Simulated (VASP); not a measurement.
# Al (a cell with a defect) in VASP: single point with LDA

Aim: the single point of Al (a cell with a defect) with LDA.

Everything below comes from runs of VASP 6.6.1. Logs are shortened: lines on timing, memory, paths and dates and some standing lists are left out, and cuts for length are marked.

### Step 1. The cell of the first run

The cell holds a defect, 33 atoms: a = 8.100 Å, b = 8.100 Å, c = 8.100 Å, α = 90.00°, β = 90.00°, γ = 90.00°.

### Step 2. Single point, LDA

File INCAR:

```
SYSTEM = Al
ALGO = Normal ; EDIFF = 1E-7
ENCUT = 520 ; ISIF = 2
ISMEAR = 0 ; LASPH = .TRUE.
LCHARG = .FALSE. ; LREAL = Auto
LWAVE = .FALSE. ; NBANDS = 72
NELM = 80 ; PREC = Accurate
SIGMA = 0.1
```

File KPOINTS:

```
k-points
0
G
  3 3 3
  0 0 0
```

File POSCAR:

```
Al
1.0
    8.1000000000      0.0000000000      0.0000000000
    0.0000000000      8.1000000000      0.0000000000
    0.0000000000      0.0000000000      8.1000000000
Al
33
Direct
    0.4971556790     -0.0024940741      0.0025728395
    0.7500588889      0.2499159259     -0.0046193827
    0.7496600000      0.0146970370      0.2498653086
    0.0028413580     -0.0028027160      0.0028833333
    0.2498255556      0.2504322222     -0.0145871605
    0.4975762963      0.5024659259      0.0021608642
    0.7496639506      0.7502207407     -0.0145902469
    0.2501732099      0.0587803704      0.2503577778
    0.5146938272      0.2504282716      0.2498693827
    0.7496671605      0.4852929630      0.2498698765
    0.4975881481     -0.0020677778      0.4976379012
    0.7500640741      0.2499095062      0.5047023457
    0.7500555556      0.0047081481      0.7501781481
    0.0024359259      0.5027898765      0.0024769136
    0.2501804938      0.7497569136     -0.0587527160
   -0.0146985185      0.2504358025      0.2498658025
    0.2501902469      0.4438337037      0.2503650617
    0.5564732099      0.7497453086      0.2503645679
    0.0024134568     -0.0023755556      0.4973223457
    0.2498280247      0.2504303704      0.5147916049
    0.4980076543      0.5020339506      0.4980564198
    0.7496651852      0.7502174074      0.5147953086
    0.2498227160      0.0147076543      0.7496433333
    0.5046239506      0.2499067901      0.7501827160
    0.7500675309      0.4953811111      0.7501832099
   -0.0584867901      0.7497620988      0.2503588889
    0.0020092593      0.5023570370      0.4977351852
    0.2501891358      0.7497459259      0.5562486420
   -0.0047024691      0.2499185185      0.7501786420
    0.2498303704      0.4852782716      0.7496508642
    0.5147124691      0.7502153086      0.7496501235
   -0.0147118519      0.7502232099      0.7496441975
    0.2486493827      0.7517561728      0.2482961728
```

Potentials or basis: VASP PAW LDA potentials, release 64 (Al).

On the command line:

```sh
> cat potpaw_LDA.64/Al/POTCAR > POTCAR
> mpirun -np 1 vasp_std > vasp.out
```

OUTCAR:

```text
SYSTEM = Al
   EDIFF = 1E-7
   ENCUT = 520
   ISIF = 2
   ISMEAR = 0
   LASPH = .TRUE.
   LREAL = Auto
   NELM = 80
   PREC = Accurate

 ion  position               nearest neighbor table
   1  0.497  0.998  0.003-   7 2.87   3 2.87  31 2.87   9 2.87   5 2.87  23 2.87  15 2.88   8 2.88
                            18 2.88  24 2.89  13 2.89   2 2.89
   2  0.750  0.250  0.995-   3 2.81  16 2.81   9 2.81  10 2.81  13 2.81  29 2.81  24 2.81  25 2.81
                             6 2.89  14 2.89   1 2.89   4 2.90
   3  0.750  0.015  0.250-  26 2.65  18 2.66   9 2.70  16 2.70   2 2.81  12 2.81   1 2.87  11 2.87
                             4 2.87  19 2.87   7 3.03  22 3.03
   4  0.003  0.997  0.003-   7 2.87   3 2.87   5 2.87  32 2.87  23 2.87  16 2.87  15 2.88   8 2.88
                            26 2.88  29 2.90  13 2.90   2 2.90
   5  0.250  0.250  0.985-   8 2.65  17 2.66  30 2.70  23 2.70  29 2.81  24 2.81  14 2.87   6 2.87
                             4 2.87   1 2.87  16 3.03   9 3.03
   6  0.498  0.502  0.002-   9 2.87   5 2.87  10 2.87   7 2.87  30 2.87  31 2.87  15 2.88  18 2.88
                            17 2.88  25 2.89  24 2.89   2 2.89
   7  0.750  0.750  0.985-  26 2.65  18 2.66  31 2.70  32 2.70  13 2.81  25 2.81   1 2.87   6 2.87
                             4 2.87  14 2.87   3 3.03  10 3.03
   8  0.250  0.059  0.250-  33 2.49  20 2.65   9 2.65  16 2.65   5 2.65  11 2.88  19 2.88   1 2.88
                             4 2.88  17 3.12
   9  0.515  0.250  0.250-   8 2.65  17 2.65  10 2.69   3 2.70   2 2.81  12 2.81   6 2.87  21 2.87
[... 32 lines left out ...]
                            21 2.89  27 2.89   6 2.89  14 2.89
  26  0.942  0.750  0.250-  33 2.49  22 2.65  10 2.65   3 2.65   7 2.65  27 2.88  19 2.88  14 2.88
                             4 2.88  18 3.12
  27  0.002  0.502  0.498-  30 2.87  20 2.87  32 2.87  16 2.87  22 2.87  10 2.87  26 2.88  17 2.88
                            28 2.88  25 2.89  12 2.89  29 2.89
  28  0.250  0.750  0.556-  33 2.49  30 2.65  31 2.65  32 2.66  23 2.66  21 2.88  27 2.88  11 2.88
                            19 2.88  15 3.12
  29  0.995  0.250  0.750-  23 2.81   5 2.81  30 2.81  20 2.81   2 2.81  13 2.81  25 2.81  12 2.81
                            27 2.89  19 2.89  14 2.89   4 2.90
  30  0.250  0.485  0.750-  15 2.65  28 2.65  20 2.69   5 2.70  29 2.81  24 2.81  27 2.87  21 2.87
                            14 2.87   6 2.87  32 3.03  31 3.03
  31  0.515  0.750  0.750-  15 2.65  28 2.65  22 2.69   7 2.70  13 2.81  25 2.81  11 2.87  21 2.87
                             1 2.87   6 2.87  23 3.03  30 3.03
  32  0.985  0.750  0.750-  15 2.65  28 2.66  22 2.69   7 2.70  13 2.81  25 2.81  19 2.87  27 2.87
                             4 2.87  14 2.87  23 3.03  30 3.03
  33  0.249  0.752  0.248-   8 2.49  15 2.49  26 2.49  18 2.49  17 2.49  28 2.49

  LATTYP: Found a simple cubic cell.
 ALAT       =     8.1000000000

  Lattice vectors:

 A1 = (   8.1000000000,   0.0000000000,   0.0000000000)
 A2 = (   0.0000000000,   8.1000000000,   0.0000000000)
 A3 = (   0.0000000000,   0.0000000000,   8.1000000000)

Analysis of symmetry for initial positions (statically):
=====================================================================
 Subroutine PRICEL returns:
 Original cell was already a primitive cell.

 Routine SETGRP: Setting up the symmetry group for a
 simple cubic supercell.

 Subroutine GETGRP returns: Found  1 space group operations
 (whereof  1 operations were pure point group operations)
 out of a pool of 48 trial point group operations.

The static configuration has the point symmetry C_1 .

Analysis of symmetry for dynamics (positions and initial velocities):
=====================================================================
 Subroutine PRICEL returns:
 Original cell was already a primitive cell.

 Routine SETGRP: Setting up the symmetry group for a
 simple cubic supercell.

 Subroutine GETGRP returns: Found  1 space group operations
 (whereof  1 operations were pure point group operations)
 out of a pool of 48 trial point group operations.

The dynamic configuration has the point symmetry C_1 .

 Subroutine INISYM returns: Found  1 space group operations
 (whereof  1 operations are pure point group operations),
 and found     1 'primitive' translations

----------------------------------------------------------------------------------------

                                     Primitive cell

  volume of cell :     531.4410

  direct lattice vectors                    reciprocal lattice vectors
     8.100000000  0.000000000  0.000000000     0.123456790  0.000000000  0.000000000
     0.000000000  8.100000000  0.000000000     0.000000000  0.123456790  0.000000000
[... 89 lines left out ...]
     0.000000000  0.000000000  0.041152263     0.000000000  0.000000000  0.333333333

  Length of vectors
     0.041152263  0.041152263  0.041152263

  Shift w.r.t. Gamma in fractional coordinates (k-lattice)
     0.000000000  0.000000000  0.000000000

 Subroutine IBZKPT returns following result:
 ===========================================

 Found     14 irreducible k-points:

 Following reciprocal coordinates:
            Coordinates               Weight
  0.000000  0.000000  0.000000      1.000000
  0.333333  0.000000  0.000000      2.000000
  0.000000  0.333333  0.000000      2.000000
  0.000000  0.000000  0.333333      2.000000
  0.333333  0.333333  0.000000      2.000000
  0.000000  0.333333  0.333333      2.000000
  0.333333  0.000000  0.333333      2.000000
 -0.333333  0.333333  0.000000      2.000000
 -0.333333  0.000000  0.333333      2.000000
  0.000000 -0.333333  0.333333      2.000000
  0.333333  0.333333  0.333333      2.000000
 -0.333333  0.333333  0.333333      2.000000
 -0.333333 -0.333333  0.333333      2.000000
  0.333333 -0.333333  0.333333      2.000000
   k-points           NKPTS =     14   k-points in BZ     NKDIM =     14   number of bands    NBANDS=     72
   number of dos      NEDOS =    301   number of ions     NIONS =     33
   total plane-waves  NPLWV = 216000
   dimension x,y,z NGX =    60 NGY =   60 NGZ =   60
   dimension x,y,z NGXF=   120 NGYF=  120 NGZF=  120
   ions per type =              33
   NGX,Y,Z   is equivalent  to a cutoff of  12.31, 12.31, 12.31 a.u.
   NGXF,Y,Z  is equivalent  to a cutoff of  24.63, 24.63, 24.63 a.u.
 SYSTEM =  Al
   PREC   = accura    normal or accurate (medium, high low for compatibility)
   ISTART =      0    job   : 0-new  1-cont  2-samecut
   ICHARG =      2    charge: 1-file 2-atom 10-const
   ISPIN  =      1    spin polarized calculation?
   LNONCOLLINEAR =      F non collinear calculations
   LSORBIT =      F    spin-orbit coupling
   LASPH  =      T    aspherical Exc in radial PAW
   ENCUT  =  520.0 eV  38.22 Ry    6.18 a.u.  15.06 15.06 15.06*2*pi/ulx,y,z
   NELM   =     80;   NELMIN=  2; NELMDL= -5     # of ELM steps
   EDIFF  = 0.1E-06   stopping-criterion for ELM
   LREAL  =      T    real-space projection
   EDIFFG = 0.1E-05   stopping-criterion for IOM
   NSW    =      0    number of steps for IOM
   IBRION =     -1    ionic relax: 0-MD 1-quasi-New 2-CG
   NFREE  =      0    steps in history (QN), initial steepest desc. (CG)
   ISIF   =      2    stress and relaxation
   ISYM   =      2    0-nonsym 1-usesym 2-fastsym
   POTIM  = 0.5000    time-step for ionic-motion
   TEBEG  =    0.0;   TEEND  =   0.0 temperature during run
   PSTRESS=    0.0 pullay stress
   NELECT =      99.0000    total number of electrons
   NUPDOWN=      -1.0000    fix difference up-down
   EMIN   =  10.00;   EMAX   =-10.00  energy-range for DOS
   EFERMI =   0.00;   METHOD = LEGACY
   ISMEAR =     0;   SIGMA  =   0.10  broadening in eV -4-tet -1-fermi 0-gaus
   EFERMI_NEDOS =   21; number of points for ismear=-14 and -15
   IALGO  =     38    algorithm
   IMIX   =      4    mixing-type and parameters
     AMIX     =   0.40;   BMIX     =  1.00
     AMIX_MAG =   1.60;   BMIX_MAG =  1.00
  volume/ion in A,a.u.               =      16.10       108.68
  Fermi-wavevector in a.u.,A,eV,Ry     =   0.934978  1.766853 11.894002  0.874184
  Thomas-Fermi vector in A             =   2.061839
   LORBIT       =      0    0 simple, 1 ext, 2 COOP (PROOUT), +10 PAW based schemes
   GGA     = CA    functional components
   LHFCALC =     F    Hartree Fock is set to
   AEXX    =    0.0000 exact exchange contribution
   IVDW    =     0    specifies the selected vdW correction
   LEPSILON=     F    determine dielectric tensor
   LRPA    =     F    only Hartree local field effects (RPA)
 non-spin polarized calculation
 Gauss-broadening in eV      SIGMA  =   0.10
  energy-cutoff  :      520.00
  volume of cell :      531.44
 maximum number of plane-waves:     14358
   NGX = 31   NGY = 31   NGZ = 31

 number of electron      98.9999999 magnetization

 Free energy of the ion-electron system (eV)
  ---------------------------------------------------
  ext. energy  EPLUGINS =         0.00000000
  ---------------------------------------------------
  free energy    TOTEN  =      -136.56609521 eV

  energy without entropy =     -136.53661950  energy(sigma->0) =     -136.55135735

 E-fermi :   8.0608     XC(G=0): -10.4207

 val. band max:        8.0548066105   @ k =   0.0000   0.3333   0.3333
 cond. band min:       8.1848307687   @ k =   0.0000   0.3333   0.0000
 fundamental gap:      0.1300241582
 Fermi energy:         8.0608474485

 k-point     1 :       0.0000    0.0000    0.0000
  band No.  band energies     occupation
      1      -3.2575      2.00000
      2      -1.2748      2.00000
      3      -1.2747      2.00000
      4      -0.9759      2.00000
      5      -0.8695      2.00000
      6      -0.8695      2.00000
[... 885 lines left out ...]
     60       9.6270      0.00000
     61       9.6271      0.00000
 [bands above 61 left out]

------------------------ aborting loop because EDIFF is reached ----------------------------------------

  FORCE on cell =-STRESS in cart. coord.  units (eV):
  Direction    XX          YY          ZZ          XY          YZ          ZX
  --------------------------------------------------------------------------------------
  -------------------------------------------------------------------------------------
  Total        4.3324728      4.3343714      4.3327922     -0.0031308     -0.0058836      0.0045982
  in kB       13.0614493     13.0671731     13.0624123     -0.0094388     -0.0177377      0.0138624
  external PRESSURE =      13.0636782 kB  Pullay stress =       0.0000000 kB

 VOLUME and BASIS-vectors are now :
 -----------------------------------------------------------------------------
  energy-cutoff  :      520.00
  volume of cell :      531.44
      direct lattice vectors                 reciprocal lattice vectors
     8.100000000  0.000000000  0.000000000     0.123456790  0.000000000  0.000000000
     0.000000000  8.100000000  0.000000000     0.000000000  0.123456790  0.000000000
     0.000000000  0.000000000  8.100000000     0.000000000  0.000000000  0.123456790

 POSITION                                       TOTAL-FORCE (eV/Angst)
 -----------------------------------------------------------------------------------
      4.02696      8.07980      0.02084        -0.000433      0.001764     -0.001023
      6.07548      2.02432      8.06258         0.000123     -0.000327     -0.008906
      6.07225      0.11905      2.02391         0.000103      0.002214      0.000460
      0.02301      8.07730      0.02335        -0.000080      0.000597     -0.000069
      2.02359      2.02850      7.98184         0.000473     -0.000014     -0.001412
      4.03037      4.06997      0.01750         0.000240     -0.000142     -0.001771
[... 25 lines left out ...]
      7.98083      6.07681      6.07212        -0.002026     -0.000863     -0.000211
      2.01406      6.08922      2.01120         0.002273     -0.003079      0.001620
 -----------------------------------------------------------------------------------
    total drift:                                0.013057     -0.014421      0.016556

  FREE ENERGIE OF THE ION-ELECTRON SYSTEM (eV)
  ---------------------------------------------------
  free  energy   TOTEN  =      -136.5660952132 eV

  energy  without entropy=     -136.5366194962  energy(sigma->0) =     -136.55135735
```

It took 3.7 min on 1 thread of Intel Xeon 6975P-C (Granite Rapids), shared host; peak memory 0.56 GiB.

What came out:

- Free energy: -136.5661 eV
- Pressure: 1.3 GPa
- Largest force: 0.025 eV/Å
- Band gap on the k mesh: zero (an odd number of electrons rules out a gap without spin polarisation)

Forces in eV/Å, atoms in the order of the input:
```
Al   0.000  0.002 -0.001
Al   0.000  0.000 -0.009
Al   0.000  0.002  0.000
Al   0.000  0.001  0.000
Al   0.000  0.000 -0.001
Al   0.000  0.000 -0.002
Al   0.000 -0.001 -0.002
Al   0.001  0.022  0.000
Al   0.000  0.000  0.000
Al   0.000  0.000  0.000
Al   0.001  0.002  0.001
Al   0.000 -0.001  0.007
Al   0.000  0.009  0.001
Al  -0.001  0.001 -0.001
Al   0.000  0.000 -0.020
Al  -0.002  0.000  0.000
Al   0.000 -0.025  0.000
Al   0.023  0.000  0.000
Al  -0.001  0.001 -0.001
Al   0.001  0.000  0.000
Al   0.001 -0.001  0.001
Al   0.000 -0.001  0.000
Al   0.001  0.002  0.000
Al   0.007  0.000  0.001
Al   0.000 -0.007  0.001
Al  -0.022  0.000 -0.001
Al  -0.002  0.000  0.000
Al   0.001  0.000  0.024
Al  -0.009  0.000  0.000
Al   0.001  0.000  0.000
Al   0.000 -0.001  0.000
Al  -0.002 -0.001  0.000
Al   0.002 -0.003  0.002
```

The gap in the log of VASP goes by the Fermi energy; the results here count the filled bands.